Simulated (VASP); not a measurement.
# MoS2 (P-3m1) in VASP: relaxation of cell and atoms with PBE

Aim: the relaxation of cell and atoms of MoS2 with PBE.

Everything below comes from runs of VASP 6.6.1. Logs are shortened: lines on timing, memory, paths and dates and some standing lists are left out, and cuts for length are marked.

**1. The cell of the first run**

The typed cell holds 6 atoms: a = 3.149 Å, b = 3.149 Å, c = 12.093 Å, α = 90.00°, β = 90.00°, γ = 120.00°.

**2. Relaxation of cell and atoms, PBE**

File INCAR:

```
PREC = Accurate ; ENCUT = 600
EDIFF = 1E-7 ; ISMEAR = 0
SIGMA = 0.02 ; LREAL = False
LASPH = True ; NELM = 80
ALGO = Normal ; ISIF = 3
LWAVE = False ; LCHARG = False
GGA = PE ; IBRION = 2
NSW = 70 ; EDIFFG = -0.005
```

File KPOINTS:

```
Automatic mesh
0
Gamma
  12 12 4
```

File POSCAR:

```
MoS2
1.0
    3.1492451931      0.0000000000      0.0000000000
   -1.5746225966      2.7273263400      0.0000000000
    0.0000000000      0.0000000000     12.0926952890
Mo S
2 4
Direct
    0.6666666667      0.3333333333      0.2498985759
    0.3333333333      0.6666666667      0.7501014241
    0.3333333333      0.6666666667      0.3793877265
    0.6666666667      0.3333333333      0.8795880622
    0.3333333333      0.6666666667      0.1204119378
    0.6666666667      0.3333333333      0.6206122735
```

Potentials or basis: VASP PAW PBE potentials, release 64 (Mo_sv, S).

The run is started by

```sh
$ cat potpaw_PBE.64/Mo_sv/POTCAR potpaw_PBE.64/S/POTCAR > POTCAR
$ mpirun -np 1 vasp_std > vasp.out
```

OUTCAR:

```text
PREC = Accurate
   ENCUT = 600
   EDIFF = 1E-7
   ISMEAR = 0
   LREAL = False
   LASPH = True
   NELM = 80
   ISIF = 3
   GGA = PE
   IBRION = 2
   NSW = 70
   EDIFFG = -0.005

 ion  position               nearest neighbor table
   1  0.667  0.333  0.250-   5 2.40   5 2.40   5 2.40   3 2.40   3 2.40   3 2.40
   2  0.333  0.667  0.750-   4 2.40   4 2.40   4 2.40   6 2.40   6 2.40   6 2.40
   3  0.333  0.667  0.379-   1 2.40   1 2.40   1 2.40
   4  0.667  0.333  0.880-   2 2.40   2 2.40   2 2.40
   5  0.333  0.667  0.120-   1 2.40   1 2.40   1 2.40
   6  0.667  0.333  0.621-   2 2.40   2 2.40   2 2.40

  LATTYP: Found a hexagonal cell.
 ALAT       =     3.1492451931
 C/A-ratio  =     3.8398710000

  Lattice vectors:

 A1 = (   3.1492451931,   0.0000000000,   0.0000000000)
 A2 = (  -1.5746225966,   2.7273263400,   0.0000000000)
 A3 = (   0.0000000000,   0.0000000000,  12.0926952890)

Analysis of symmetry for initial positions (statically):
=====================================================================
 Subroutine PRICEL returns:
 Original cell was already a primitive cell.

 Routine SETGRP: Setting up the symmetry group for a
 hexagonal supercell.

 Subroutine GETGRP returns: Found 12 space group operations
 (whereof 12 operations were pure point group operations)
 out of a pool of 24 trial point group operations.

The static configuration has the point symmetry D_3d.

Analysis of symmetry for dynamics (positions and initial velocities):
=====================================================================
 Subroutine PRICEL returns:
 Original cell was already a primitive cell.

 Routine SETGRP: Setting up the symmetry group for a
 hexagonal supercell.

 Subroutine GETGRP returns: Found 12 space group operations
 (whereof 12 operations were pure point group operations)
 out of a pool of 24 trial point group operations.

The dynamic configuration has the point symmetry D_3d.

 Subroutine INISYM returns: Found 12 space group operations
 (whereof 12 operations are pure point group operations),
 and found     1 'primitive' translations

----------------------------------------------------------------------------------------

                                     Primitive cell

  volume of cell :     103.8644

  direct lattice vectors                    reciprocal lattice vectors
[... 108 lines left out ...]
   EMIN   =  10.00;   EMAX   =-10.00  energy-range for DOS
   EFERMI =   0.00;   METHOD = LEGACY
   ISMEAR =     0;   SIGMA  =   0.02  broadening in eV -4-tet -1-fermi 0-gaus
   EFERMI_NEDOS =   21; number of points for ismear=-14 and -15
   IALGO  =     38    algorithm
   IMIX   =      4    mixing-type and parameters
     AMIX     =   0.40;   BMIX     =  1.00
     AMIX_MAG =   1.60;   BMIX_MAG =  1.00
  volume/ion in A,a.u.               =      17.31       116.82
  Fermi-wavevector in a.u.,A,eV,Ry     =   1.299931  2.456514 22.991414  1.689821
  Thomas-Fermi vector in A             =   2.431163
   LORBIT       =      0    0 simple, 1 ext, 2 COOP (PROOUT), +10 PAW based schemes
   GGA     = PE    functional components
   LHFCALC =     F    Hartree Fock is set to
   AEXX    =    0.0000 exact exchange contribution
   IVDW    =     0    specifies the selected vdW correction
   LEPSILON=     F    determine dielectric tensor
   LRPA    =     F    only Hartree local field effects (RPA)
 conjugate gradient relaxation of ions
 non-spin polarized calculation
 Gauss-broadening in eV      SIGMA  =   0.02
  energy-cutoff  :      600.00
  volume of cell :      103.86
 maximum number of plane-waves:      3505
 NGX is ok and might be reduce to    28
   NGX = 13   NGY = 13   NGZ = 49

--------------------------------------- Ionic step        1  -------------------------------------------

 number of electron      51.9999995 magnetization

 Free energy of the ion-electron system (eV)
  ---------------------------------------------------
  ext. energy  EPLUGINS =         0.00000000
  ---------------------------------------------------
  free energy    TOTEN  =       -43.54718783 eV

  energy without entropy =      -43.54718783  energy(sigma->0) =      -43.54718783

------------------------ aborting loop because EDIFF is reached ----------------------------------------

  FORCE on cell =-STRESS in cart. coord.  units (eV):
  Direction    XX          YY          ZZ          XY          YZ          ZX
  --------------------------------------------------------------------------------------
  -------------------------------------------------------------------------------------
  Total        2.6222716      2.6222716      2.5925955     -0.0000000      0.0000000      0.0000000
  in kB       40.4502829     40.4502830     39.9925090     -0.0000000      0.0000000      0.0000000
  external PRESSURE =      40.2976916 kB  Pullay stress =       0.0000000 kB
[... 101 lines left out ...]
  FREE ENERGIE OF THE ION-ELECTRON SYSTEM (eV)
  ---------------------------------------------------
  free  energy   TOTEN  =       -43.5814608250 eV

  energy  without entropy=      -43.5814608250  energy(sigma->0) =      -43.58146083

 E-fermi :   5.9807     XC(G=0): -10.0231

 val. band max:        5.7769069475   @ k =   0.0000   0.0000   0.0000
 cond. band min:       7.1646012051   @ k =   0.1667   0.1667   0.0000
 fundamental gap:      1.3876942575
 Fermi energy:         5.9806876008

 k-point     1 :       0.0000    0.0000    0.0000
  band No.  band energies     occupation
      1     -55.3870      2.00000
      2     -55.3870      2.00000
      3     -29.5296      2.00000
      4     -29.5296      2.00000
      5     -29.3149      2.00000
      6     -29.3149      2.00000
[... 805 lines left out ...]
     30       8.0792      0.00000
     31       8.1110      0.00000

 [... further k-points ...]

[... ionic steps 4 to 33 ...]

--------------------------------------- Ionic step       34  -------------------------------------------

 number of electron      52.0000001 magnetization

------------------------ aborting loop because EDIFF is reached ----------------------------------------
[... 75 lines left out ...]
--------------------------------------- Ionic step       36  -------------------------------------------

 number of electron      52.0000001 magnetization

 Free energy of the ion-electron system (eV)
  ---------------------------------------------------
  ext. energy  EPLUGINS =         0.00000000
  ---------------------------------------------------
  free energy    TOTEN  =       -43.70600009 eV

  energy without entropy =      -43.70600009  energy(sigma->0) =      -43.70600009

 E-fermi :   5.5369     XC(G=0):  -9.7509

 val. band max:        5.3315895125   @ k =   0.0000   0.0000   0.0000
 cond. band min:       6.7137678507   @ k =   0.3333   0.3333   0.0000
 fundamental gap:      1.3821783382
 Fermi energy:         5.5369229911

 k-point     1 :       0.0000    0.0000    0.0000
  band No.  band energies     occupation
      1     -55.8181      2.00000
      2     -55.8181      2.00000
      3     -29.9564      2.00000
      4     -29.9563      2.00000
      5     -29.7544      2.00000
      6     -29.7544      2.00000
[... 840 lines left out ...]
  FREE ENERGIE OF THE ION-ELECTRON SYSTEM (eV)
  ---------------------------------------------------
  free  energy   TOTEN  =       -43.7060000923 eV

  energy  without entropy=      -43.7060000923  energy(sigma->0) =      -43.70600009

 reached required accuracy - stopping structural energy minimisation
```

CONTCAR:

```text
MoS2
   1.00000000000000
     3.1845941133547204   -0.0000000000005398   -0.0000000000000000
    -1.5922970567283881    2.7579394029380842   -0.0000000000000000
     0.0000000000000000    0.0000000000000000   14.1807007901226907
  Mo              S
     2     4
Direct
     0.6666666667000030    0.3333333332999970    0.2499773195520519
     0.3333333332999970    0.6666666667000030    0.7500226804479481
     0.3333333332999970    0.6666666667000030    0.3601201755783996
     0.6666666667000030    0.3333333332999970    0.8601769207730482
     0.3333333332999970    0.6666666667000030    0.1398230792269519
     0.6666666667000030    0.3333333332999970    0.6398798244216002

  0.00000000E+00  0.00000000E+00  0.00000000E+00
  0.00000000E+00  0.00000000E+00  0.00000000E+00
  0.00000000E+00  0.00000000E+00  0.00000000E+00
  0.00000000E+00  0.00000000E+00  0.00000000E+00
  0.00000000E+00  0.00000000E+00  0.00000000E+00
  0.00000000E+00  0.00000000E+00  0.00000000E+00
```

It took 53 min on 1 thread of Intel Xeon 6975P-C (Granite Rapids), shared host; peak memory 0.42 GiB.

What came out:

```
Free energy                           : -43.7060 eV
Relaxed volume                        : 20.76 Å³/atom
Relaxed cell                          : a = 3.185 Å, b = 3.185 Å, c = 14.181 Å, α = 90.00°, β = 90.00°, γ = 120.00°
Space group after relaxing (to 0.1 Å) : P6_3/mmc (No. 194)
Energy gained by relaxing             : 26.5 meV/atom
Ionic steps                           : 36
Pressure after relaxing               : 0.0 GPa
Band gap on the k mesh                : 1.38 eV (least direct gap 1.66 eV)
```

Forces in eV/Å, atoms in the order of the input:
```
Mo   0.000  0.000 -0.002
Mo   0.000  0.000  0.002
S    0.000  0.000  0.000
S    0.000  0.000 -0.003
S    0.000  0.000  0.003
S    0.000  0.000  0.000
```

Step by step:
| step | energy change (eV) | largest force (eV/Å) | pressure (GPa) | volume (Å³) |
| --- | --- | --- | --- | --- |
| 1 | 0.0000 | 0.0204 | 4.03 | 103.86 |
| 2 | 0.0253 | 0.9132 | -4.83 | 110.55 |
| 3 | -0.0343 | 0.4233 | -0.07 | 106.68 |
| 4 | -0.0569 | 0.2259 | -0.03 | 107.89 |
| 5 | -0.0634 | 0.0549 | 0.03 | 108.93 |
| 6 | -0.0832 | 0.0462 | 0.07 | 109.80 |
| 7 | -0.1229 | 0.0132 | 0.41 | 112.37 |
| 8 | -0.1432 | 0.1050 | 1.79 | 117.37 |
| 9 | -0.1520 | 0.1826 | -0.39 | 120.48 |
| 10 | -0.1524 | 0.1307 | 0.00 | 119.90 |
| 11 | -0.1554 | 0.0734 | -0.06 | 120.42 |
| 12 | -0.1562 | 0.0241 | -0.11 | 120.86 |
| 13 | -0.1563 | 0.0033 | 0.08 | 120.76 |
| 14 | -0.1563 | 0.0022 | 0.08 | 120.76 |
| 15 | -0.1564 | 0.0054 | 0.08 | 120.80 |
| 16 | -0.1565 | 0.0235 | 0.10 | 120.88 |
| 17 | -0.1566 | 0.0282 | 0.05 | 120.99 |
| 18 | -0.1568 | 0.0458 | -0.09 | 121.33 |
| 19 | -0.1569 | 0.0823 | -0.36 | 121.99 |
| 20 | -0.1569 | 0.0659 | -0.24 | 121.70 |
| 21 | -0.1570 | 0.0647 | -0.23 | 121.73 |
| 22 | -0.1571 | 0.0602 | -0.22 | 121.81 |
| 23 | -0.1573 | 0.0516 | -0.20 | 121.99 |
| 24 | -0.1577 | 0.0338 | -0.16 | 122.35 |
| 25 | -0.1580 | 0.0170 | -0.07 | 123.06 |
| 26 | -0.1581 | 0.0255 | -0.05 | 123.21 |
| 27 | -0.1583 | 0.0212 | -0.02 | 123.37 |
| 28 | -0.1586 | 0.0284 | 0.08 | 123.84 |
| 29 | -0.1584 | 0.0734 | 0.28 | 124.77 |
| 30 | -0.1586 | 0.0395 | 0.15 | 124.13 |
| 31 | -0.1588 | 0.0226 | -0.04 | 124.61 |
| 32 | -0.1588 | 0.0167 | 0.00 | 124.50 |
| 33 | -0.1588 | 0.0161 | 0.00 | 124.49 |
| 34 | -0.1588 | 0.0063 | 0.01 | 124.52 |
| 35 | -0.1588 | 0.0069 | 0.01 | 124.53 |
| 36 | -0.1588 | 0.0026 | 0.00 | 124.55 |

Final structure:
```yaml
crystal:
  lattice:
    - [3.18459, 0.00000, 0.00000]
    - [-1.59230, 2.75794, 0.00000]
    - [0.00000, 0.00000, 14.18070]
  atoms:
    - { symbol: Mo, position: [0.66667, 0.33333, 0.24998] }
    - { symbol: Mo, position: [0.33333, 0.66667, 0.75002] }
    - { symbol: S, position: [0.33333, 0.66667, 0.36012] }
    - { symbol: S, position: [0.66667, 0.33333, 0.86018] }
    - { symbol: S, position: [0.33333, 0.66667, 0.13982] }
    - { symbol: S, position: [0.66667, 0.33333, 0.63988] }
```

Caveat: the volume moved by over 15 % at a fixed basis, so the end points are rough; this functional lacks dispersion, which binds layers or chains, so the pressure and a relaxed spacing across them are unreliable. A k mesh can miss the band edges.
